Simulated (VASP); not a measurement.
Runs of VASP 6.6.1 on B. The structure is that of space group Pm-3m (No. 221), or close to it. The cells are those of the table. 

```csv
task,cell,k mesh,cutoff (eV),gap on the mesh (eV),pressure (GPa),relaxed volume (Å³/atom)
single point,"a = 1.877 Å, 1 atom",28 × 28 × 28,520,none,(a),-
relaxation of cell and atoms,"relaxed from a = 1.882 Å, 1 atom",28 × 28 × 28,600,none,0.0,6.62
single point,"a = 1.882 Å, 1 atom",8 × 8 × 8,520,none,0.1,-
single point,"a = 1.941 Å, 1 atom",10 × 10 × 10,520,none,-19.9,-
relaxation of cell and atoms,"relaxed from a = 1.941 Å, 1 atom",8 × 8 × 8,600,none,0.0,(b)
```

Alike in all rows: level PBEsol; potentials or basis VASP PAW PBE potentials, release 64 (B); no spin polarisation; smearing gaussian 0.1 eV.

Problem. Estimate the missing entries.

Solution. (a) 0.3; (b) 6.67.

Caveats: some runs use coarse meshes; the PAW data sets were made with another functional, which shifts forces and pressure a little.

A gap of «none» marks levels without a gap at the run's occupations.
